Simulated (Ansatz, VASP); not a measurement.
## Two plane-wave programs on NaF

```
CELL_PARAMETERS angstrom
0.00000 2.25035 2.25035
2.25035 0.00000 2.25035
2.25035 2.25035 0.00000
ATOMIC_POSITIONS crystal
Na 0.00000 0.00000 0.00000
F 0.50000 0.50000 0.50000
```

Alike in both runs: task single point; functional r2SCAN; k mesh 8 × 8 × 8; no spin polarisation.

|  | VASP | Ansatz |
| --- | --- | --- |
| version | VASP 6.6.1 | Ansatz 0.2.0 |
| potentials or method | VASP PAW PBE potentials, release 64 (Na_pv, F) | plane waves, PAW |
| plane-wave cutoff (eV) | 520 | 500 |
| occupations | gaussian, width 0.01 eV | fixed |
| valence electrons in the cell | 14 | 16 |

```tsv
	VASP	Ansatz	Ansatz less VASP
gap on the k mesh at the Fermi level (eV)	7.69	7.65	-0.041
pressure (GPa)	3.2	3.9	+0.69
```

VASP's potentials were made for PBE, not for r2SCAN. VASP's potentials hold 14 valence electrons a cell and Ansatz's 16, so a difference there can come from the potentials and not from the codes.
